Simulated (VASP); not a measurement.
# SnO2 (Pnnm) in VASP: further runs

Runs on SnO2. Level: PBE. Tasks: single point.

Program: VASP 6.6.1. These are calculated values, not measurements. Logs are shortened: lines on timing, memory, paths and dates and some standing lists are left out, and cuts for length are marked.

### 1 The cell of the first run

Symmetry: Pnnm, No. 58, orthorhombic system. Conventional cell: a = 4.788 Å, b = 4.867 Å, c = 3.241 Å, α = 90.00°, β = 90.00°, γ = 90.00°. Sn (site symmetry 2/m) has 6 O at 2.09 to 2.10 Å within 2.8 Å. O (site symmetry m) has 3 Sn at 2.09 to 2.10 Å and 1 O at 2.65 Å within 2.8 Å.

### 2 Single point, PBE

File INCAR:

```
PREC     = Accurate       # precision mode
ENCUT    = 520            # plane-wave cutoff, eV
EDIFF    = 1E-6           # SCF threshold, eV
ISMEAR   = 0              # smearing method
SIGMA    = 0.1            # smearing width, eV
LREAL    = F              # projectors in reciprocal space
LASPH    = T              # aspherical terms in the spheres
NELM     = 80             # most SCF steps
ALGO     = Normal         # electronic algorithm
ISIF     = 2              # what is computed and relaxed
LWAVE    = F              # write WAVECAR
LCHARG   = F              # write CHGCAR
GGA      = PE             # functional
NBANDS   = 35             # bands
```

File KPOINTS:

```
Automatic mesh
0
Gamma
  4 4 6
```

File POSCAR:

```
SnO2
1.0
    4.7880039200      0.0000000000      0.0000000000
    0.0000000000      4.8665819200      0.0000000000
    0.0000000000      0.0000000000      3.2408978900
Sn O
2 4
Direct
    0.5000000000      0.5000000000      0.5000000000
    0.0000000000      0.0000000000      0.0000000000
    0.2918550100      0.3210420000      0.0000000000
    0.7918550100      0.1789580000      0.5000000000
    0.2081449900      0.8210420000      0.5000000000
    0.7081449900      0.6789580000      0.0000000000
```

Potentials or basis: VASP PAW PBE potentials, release 64 (Sn_d, O).

Command:

```console
$ cat potpaw_PBE.64/Sn_d/POTCAR potpaw_PBE.64/O/POTCAR > POTCAR
$ mpirun -np 1 vasp_std > vasp.out
```

OUTCAR:

```text
PREC = Accurate
   ENCUT = 520
   EDIFF = 1E-6
   ISMEAR = 0
   LREAL = F
   LASPH = T
   NELM = 80
   ISIF = 2
   GGA = PE

 ion  position               nearest neighbor table
   1  0.500  0.500  0.500-   3 2.09   6 2.09   3 2.09   6 2.09   5 2.10   4 2.10
   2  0.000  0.000  0.000-   4 2.09   5 2.09   4 2.09   5 2.09   3 2.10   6 2.10
   3  0.292  0.321  0.000-   1 2.09   1 2.09   2 2.10
   4  0.792  0.179  0.500-   2 2.09   2 2.09   1 2.10
   5  0.208  0.821  0.500-   2 2.09   2 2.09   1 2.10
   6  0.708  0.679  0.000-   1 2.09   1 2.09   2 2.10

  LATTYP: Found a simple orthorhombic cell.
 ALAT       =     3.2408978900
 B/A-ratio  =     1.4773695693
 C/A-ratio  =     1.5016153193

  Lattice vectors:

 A1 = (   0.0000000000,   0.0000000000,   3.2408978900)
 A2 = (   4.7880039200,   0.0000000000,   0.0000000000)
 A3 = (   0.0000000000,   4.8665819200,   0.0000000000)

Analysis of symmetry for initial positions (statically):
=====================================================================
 Subroutine PRICEL returns:
 Original cell was already a primitive cell.

 Routine SETGRP: Setting up the symmetry group for a
 simple orthorhombic supercell.

 Subroutine GETGRP returns: Found  8 space group operations
 (whereof  4 operations were pure point group operations)
 out of a pool of  8 trial point group operations.

The static configuration has the point symmetry C_2h.
 The point group associated with its full space group is D_2h.

Analysis of symmetry for dynamics (positions and initial velocities):
=====================================================================
 Subroutine PRICEL returns:
 Original cell was already a primitive cell.

 Routine SETGRP: Setting up the symmetry group for a
 simple orthorhombic supercell.

 Subroutine GETGRP returns: Found  8 space group operations
 (whereof  4 operations were pure point group operations)
 out of a pool of  8 trial point group operations.

The dynamic configuration has the point symmetry C_2h.
 The point group associated with its full space group is D_2h.

 Subroutine INISYM returns: Found  8 space group operations
 (whereof  4 operations are pure point group operations),
 and found     1 'primitive' translations

----------------------------------------------------------------------------------------

                                     Primitive cell

  volume of cell :      75.5169

  direct lattice vectors                    reciprocal lattice vectors
     4.788003920  0.000000000  0.000000000     0.208855301  0.000000000  0.000000000
     0.000000000  4.866581920  0.000000000     0.000000000  0.205483030  0.000000000
     0.000000000  0.000000000  3.240897890     0.000000000  0.000000000  0.308556466

  length of vectors
     4.788003920  4.866581920  3.240897890     0.208855301  0.205483030  0.308556466

  position of ions in fractional coordinates (direct lattice)
     0.500000000  0.500000000  0.500000000
     0.000000000  0.000000000  0.000000000
     0.291855010  0.321042000  0.000000000
     0.791855010  0.178958000  0.500000000
     0.208144990  0.821042000  0.500000000
     0.708144990  0.678958000  0.000000000

  ion indices of the primitive-cell ions
   primitive index   ion index
                 1           1
                 2           2
                 3           3
                 4           4
                 5           5
                 6           6

----------------------------------------------------------------------------------------

 KPOINTS: Automatic mesh

Automatic generation of k-mesh.
 Grid dimensions read from file:
 generate k-points for:    4    4    6

 Generating k-lattice:

  Cartesian coordinates                     Fractional coordinates (reciprocal lattice)
     0.052213825  0.000000000  0.000000000     0.250000000  0.000000000  0.000000000
     0.000000000  0.051370758  0.000000000     0.000000000  0.250000000  0.000000000
     0.000000000  0.000000000  0.051426078     0.000000000  0.000000000  0.166666667

  Length of vectors
     0.052213825  0.051370758  0.051426078

  Shift w.r.t. Gamma in fractional coordinates (k-lattice)
     0.000000000  0.000000000  0.000000000

 Subroutine IBZKPT returns following result:
 ===========================================

 Found     36 irreducible k-points:

 Following reciprocal coordinates:
            Coordinates               Weight
  0.000000  0.000000  0.000000      1.000000
  0.250000  0.000000  0.000000      2.000000
  0.500000  0.000000  0.000000      1.000000
  0.000000  0.250000  0.000000      2.000000
  0.250000  0.250000  0.000000      4.000000
  0.500000  0.250000  0.000000      2.000000
[... 16 lines left out ...]
  0.250000  0.250000  0.333333      8.000000
  0.500000  0.250000  0.333333      4.000000
 [... further k-points ...]
   k-points           NKPTS =     36   k-points in BZ     NKDIM =     36   number of bands    NBANDS=     35
   number of dos      NEDOS =    301   number of ions     NIONS =      6
   total plane-waves  NPLWV =  31104
   dimension x,y,z NGX =    36 NGY =   36 NGZ =   24
   dimension x,y,z NGXF=    72 NGYF=   72 NGZF=   48
   ions per type =               2   4
   NGX,Y,Z   is equivalent  to a cutoff of  12.50, 12.30, 12.31 a.u.
   NGXF,Y,Z  is equivalent  to a cutoff of  25.00, 24.60, 24.62 a.u.
 SYSTEM =  unknown system
   PREC   = accura    normal or accurate (medium, high low for compatibility)
   ISTART =      0    job   : 0-new  1-cont  2-samecut
   ICHARG =      2    charge: 1-file 2-atom 10-const
   ISPIN  =      1    spin polarized calculation?
   LNONCOLLINEAR =      F non collinear calculations
   LSORBIT =      F    spin-orbit coupling
   LASPH  =      T    aspherical Exc in radial PAW
   ENCUT  =  520.0 eV  38.22 Ry    6.18 a.u.   8.90  9.05  6.03*2*pi/ulx,y,z
   NELM   =     80;   NELMIN=  2; NELMDL= -5     # of ELM steps
   EDIFF  = 0.1E-05   stopping-criterion for ELM
   LREAL  =      F    real-space projection
   EDIFFG = 0.1E-04   stopping-criterion for IOM
   NSW    =      0    number of steps for IOM
   IBRION =     -1    ionic relax: 0-MD 1-quasi-New 2-CG
   NFREE  =      0    steps in history (QN), initial steepest desc. (CG)
   ISIF   =      2    stress and relaxation
   ISYM   =      2    0-nonsym 1-usesym 2-fastsym
   POTIM  = 0.5000    time-step for ionic-motion
   TEBEG  =    0.0;   TEEND  =   0.0 temperature during run
   PSTRESS=    0.0 pullay stress
   NELECT =      52.0000    total number of electrons
   NUPDOWN=      -1.0000    fix difference up-down
   EMIN   =  10.00;   EMAX   =-10.00  energy-range for DOS
   EFERMI =   0.00;   METHOD = LEGACY
   ISMEAR =     0;   SIGMA  =   0.10  broadening in eV -4-tet -1-fermi 0-gaus
   EFERMI_NEDOS =   21; number of points for ismear=-14 and -15
   IALGO  =     38    algorithm
   IMIX   =      4    mixing-type and parameters
     AMIX     =   0.40;   BMIX     =  1.00
     AMIX_MAG =   1.60;   BMIX_MAG =  1.00
  volume/ion in A,a.u.               =      12.59        84.94
  Fermi-wavevector in a.u.,A,eV,Ry     =   1.445644  2.731871 28.434628  2.089886
  Thomas-Fermi vector in A             =   2.563802
   LORBIT       =      0    0 simple, 1 ext, 2 COOP (PROOUT), +10 PAW based schemes
   GGA     = PE    functional components
   LHFCALC =     F    Hartree Fock is set to
   AEXX    =    0.0000 exact exchange contribution
   IVDW    =     0    specifies the selected vdW correction
   LEPSILON=     F    determine dielectric tensor
   LRPA    =     F    only Hartree local field effects (RPA)
 non-spin polarized calculation
 Gauss-broadening in eV      SIGMA  =   0.10
  energy-cutoff  :      520.00
  volume of cell :       75.52
 maximum number of plane-waves:      2060
 NGX is ok and might be reduce to    36
   NGX = 17   NGY = 19   NGZ = 13

 number of electron      51.9999998 magnetization

 Free energy of the ion-electron system (eV)
  ---------------------------------------------------
  ext. energy  EPLUGINS =         0.00000000
  ---------------------------------------------------
  free energy    TOTEN  =       -37.29736835 eV

  energy without entropy =      -37.29736835  energy(sigma->0) =      -37.29736835

 E-fermi :   5.8240     XC(G=0): -10.9775

 val. band max:        5.4247859093   @ k =   0.0000   0.0000   0.0000
 cond. band min:       6.2194775425   @ k =   0.0000   0.0000   0.0000
 fundamental gap:      0.7946916332
 Fermi energy:         5.8239879085

 k-point     1 :       0.0000    0.0000    0.0000
  band No.  band energies     occupation
      1     -15.5027      2.00000
      2     -14.8457      2.00000
      3     -14.6588      2.00000
      4     -14.6320      2.00000
      5     -14.6289      2.00000
      6     -14.5660      2.00000
[... 27 lines left out ...]
     34      17.1637      0.00000
     35      17.6084      0.00000

 k-point     2 :       0.2500    0.0000    0.0000
  band No.  band energies     occupation
      1     -15.4200      2.00000
      2     -14.9420      2.00000
      3     -14.6566      2.00000
      4     -14.6288      2.00000
      5     -14.6264      2.00000
      6     -14.6152      2.00000
[... 27 lines left out ...]
     34      17.4585      0.00000
     35      17.7857      0.00000

 k-point     3 :       0.5000    0.0000    0.0000
  band No.  band energies     occupation
      1     -15.1967      2.00000
      2     -15.1967      2.00000
      3     -14.6481      2.00000
      4     -14.6481      2.00000
      5     -14.6245      2.00000
      6     -14.6245      2.00000
[... 27 lines left out ...]
     34      17.4761      0.00000
     35      17.9868      0.00000

 k-point     4 :       0.0000    0.2500    0.0000
  band No.  band energies     occupation
      1     -15.4202      2.00000
      2     -14.9424      2.00000
      3     -14.6569      2.00000
      4     -14.6286      2.00000
      5     -14.6264      2.00000
      6     -14.6152      2.00000
[... 27 lines left out ...]
     34      17.1571      0.00000
     35      17.6528      0.00000

 k-point     5 :       0.2500    0.2500    0.0000
  band No.  band energies     occupation
      1     -15.3734      2.00000
      2     -15.0382      2.00000
      3     -14.6520      2.00000
      4     -14.6316      2.00000
      5     -14.6279      2.00000
      6     -14.6243      2.00000
[... 638 lines left out ...]
 k-point    22 :       0.0000    0.2500    0.3333
  band No.  band energies     occupation
      1     -15.2953      2.00000
      2     -15.2392      2.00000
      3     -14.9107      2.00000
      4     -14.6509      2.00000
      5     -14.5256      2.00000
      6     -14.5124      2.00000
[... 27 lines left out ...]
     34      17.0496      0.00000
     35      17.6554      0.00000

 k-point    23 :       0.2500    0.2500    0.3333
  band No.  band energies     occupation
      1     -15.3328      2.00000
      2     -15.1557      2.00000
      3     -14.9793      2.00000
      4     -14.6585      2.00000
      5     -14.5293      2.00000
      6     -14.5093      2.00000
[... 27 lines left out ...]
     34      17.2305      0.00000
     35      17.5427      0.00000

 k-point    24 :       0.5000    0.2500    0.3333
  band No.  band energies     occupation
      1     -15.2691      2.00000
      2     -15.2691      2.00000
      3     -14.8134      2.00000
      4     -14.8134      2.00000
      5     -14.5212      2.00000
      6     -14.5212      2.00000
[... 27 lines left out ...]
     34      16.6539      0.00000
     35      18.0990      0.00000

 [... further k-points ...]

------------------------ aborting loop because EDIFF is reached ----------------------------------------

  FORCE on cell =-STRESS in cart. coord.  units (eV):
  Direction    XX          YY          ZZ          XY          YZ          ZX
  --------------------------------------------------------------------------------------
  -------------------------------------------------------------------------------------
  Total        0.0741963     -0.0230130      0.0062999     -0.0000000      0.0000000      0.0000000
  in kB        1.5741598     -0.4882472      0.1336603     -0.0000000      0.0000000      0.0000000
  external PRESSURE =       0.4065243 kB  Pullay stress =       0.0000000 kB

 VOLUME and BASIS-vectors are now :
 -----------------------------------------------------------------------------
  energy-cutoff  :      520.00
  volume of cell :       75.52
      direct lattice vectors                 reciprocal lattice vectors
     4.788003920  0.000000000  0.000000000     0.208855301  0.000000000  0.000000000
     0.000000000  4.866581920  0.000000000     0.000000000  0.205483030  0.000000000
     0.000000000  0.000000000  3.240897890     0.000000000  0.000000000  0.308556466

 POSITION                                       TOTAL-FORCE (eV/Angst)
 -----------------------------------------------------------------------------------
      2.39400      2.43329      1.62045        -0.000000      0.000000      0.000000
      0.00000      0.00000      0.00000        -0.000000      0.000000      0.000000
      1.39740      1.56238      0.00000         0.045162     -0.046978      0.000000
      3.79140      0.87091      1.62045         0.045162      0.046978      0.000000
      0.99660      3.99567      1.62045        -0.045162     -0.046978     -0.000000
      3.39060      3.30420      0.00000        -0.045162      0.046978     -0.000000
 -----------------------------------------------------------------------------------
    total drift:                               -0.000000      0.000000      0.000000

  FREE ENERGIE OF THE ION-ELECTRON SYSTEM (eV)
  ---------------------------------------------------
  free  energy   TOTEN  =       -37.2973683538 eV

  energy  without entropy=      -37.2973683536  energy(sigma->0) =      -37.29736835
```

Run time: 99 s. Hardware: 1 thread of AMD EPYC 7R13, shared host; peak memory 0.19 GiB.

Results:

```
Free energy            : -37.2974 eV
Pressure               : 0.0 GPa
Largest force          : 0.065 eV/Å
Band gap on the k mesh : 0.79 eV
```

Forces in eV/Å, atoms in the order of the input:
```
Sn   0.000  0.000  0.000
Sn   0.000  0.000  0.000
O    0.045 -0.047  0.000
O    0.045  0.047  0.000
O   -0.045 -0.047  0.000
O   -0.045  0.047  0.000
```

Caveat: spin-orbit coupling is left out, which moves the levels of the heavy elements.

(Continued in part 2 of 2.)
